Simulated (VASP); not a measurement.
Here is a VASP 6.6.1 calculation.

File POSCAR:

```
In
1.0
   -1.8698904617      1.8698904617      1.8698904617
    1.8698904617     -1.8698904617      1.8698904617
    1.8698904617      1.8698904617     -1.8698904617
In
1
Direct
    0.0000000000      0.0000000000      0.0000000000
```

File INCAR.step1:

```
PREC = Accurate ; ENCUT = 520
ISMEAR = -1 ; SIGMA = 0.05
LREAL = F ; LASPH = T
NELM = 60 ; NBANDS = 12
GGA = PE ; ALGO = Normal
EDIFF = 1E-4 ; LWAVE = T
LCHARG = F
```

INCAR.step2

```
PREC = Accurate ; ENCUT = 520
EDIFF = 1E-7 ; ISMEAR = -1
SIGMA = 0.05 ; LREAL = F
LASPH = T ; NELM = 60
ALGO = Normal ; ISIF = 2
LWAVE = F ; LCHARG = F
METAGGA = R2SCAN ; LMIXTAU = T
NBANDS = 12 ; ISTART = 1
```

Contents of KPOINTS:

```
Automatic mesh
0
Gamma
  10 10 10
```

Potentials or basis: VASP PAW PBE potentials, release 64 (In_d).

Launch:

```sh
$ cat potpaw_PBE.64/In_d/POTCAR > POTCAR
$ cp INCAR.step1 INCAR
$ mpirun -np 1 vasp_std > vasp.out
$ cp INCAR.step2 INCAR
$ mpirun -np 1 vasp_std > vasp.out
```

Task: Estimate the pressure.

Result: 0.7 GPa.

Caveat: the PAW data sets were made with another functional, which shifts forces and pressure a little.
